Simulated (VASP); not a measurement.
Runs of VASP 6.6.1 on Si2W. The structure is that of space group I4/mmm (No. 139), or close to it. The cells are those of the table. 

```tsv
task	cell	gap on the mesh (eV)	pressure (GPa)	largest force (eV/Å)
electric field gradients	a = 4.533 Å, angles 138.6, 138.6, 59.9°, 3 atoms	none	-0.9	0.25
electric field gradients	a = 4.514 Å, angles 138.3, 138.3, 60.4°, 3 atoms	none	(a)	0.25
electric field gradients	a = 4.486 Å, angles 138.6, 138.6, 59.9°, 3 atoms	none	(b)	0.19
electric field gradients	a = 4.480 Å, angles 138.0, 138.0, 60.9°, 3 atoms	none	2.0	0.24
single point	a = 4.637 Å, angles 138.6, 138.6, 59.9°, 3 atoms	none	-14.6	0.38
```

Alike in all rows: level PBEsol; potentials or basis VASP PAW PBE potentials, release 64 (Si, W_sv); no spin polarisation; k mesh 18 × 18 × 18; cutoff (eV) 520; smearing fermi-dirac 0.03 eV.

Question: Estimate the missing entries.

Answer: (a) -0.7; (b) 6.7.

Caveats: the PAW data sets were made with another functional, which shifts forces and pressure a little; spin-orbit coupling is left out, which moves the levels of the heavy elements; the cell stands under pressure (at least some runs); the cell stands under tension (at least some runs).

A k mesh can miss the band edges, and the runs leave out spin-orbit coupling on W.

A gap of «none» marks levels without a gap at the run's occupations.
